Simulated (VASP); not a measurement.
Input of a VASP 6.6.1 run:

File INCAR:

```
SYSTEM = Ir
ALGO = Normal ; EDIFF = 1E-7
EDIFFG = -0.05 ; ENCUT = 500
GGA = PE ; GGA_COMPAT = .False.
IBRION = 2 ; ISIF = 3
ISMEAR = 0 ; LASPH = .True.
LCHARG = .False. ; LREAL = .False.
LWAVE = .False. ; NELM = 120
NELMIN = 4 ; NSW = 100
PREC = Accurate ; SIGMA = 0.1
```

The input KPOINTS:

```
k-points
0
Gamma
  8 8 8
  0 0 0
```

File POSCAR:

```
Ir
1.0
    0.0000000000      1.9197000000      1.9197000000
    1.9197000000      0.0000000000      1.9197000000
    1.9197000000      1.9197000000      0.0000000000
Ir
1
Direct
    0.0000000000      0.0000000000      0.0000000000
```

Potentials or basis: VASP PAW PBE potentials, release 64 (Ir).

Run with:

```sh
$ cat potpaw_PBE.64/Ir/POTCAR > POTCAR
$ mpirun -np 1 vasp_std > vasp.out
```

**Question.** Predict the space group after relaxing (to 0.05 Å).

**Answer.** Fm-3m (No. 225).

**Question.** Estimate the relaxed volume.

**Answer.** 14.59 Å³/atom.

**Question.** Predict the relaxed cell.

**Answer.** a = 2.743 Å, b = 2.743 Å, c = 2.743 Å, α = 60.00°, β = 60.00°, γ = 60.00°.

Final structure:
```
Ir
1.0
     0.00000    1.93956    1.93956
     1.93956    0.00000    1.93956
     1.93956    1.93956    0.00000
Ir
1
Direct
  0.00000 0.00000 0.00000
```

 PBE usually gives volumes a little too large and moduli too small.
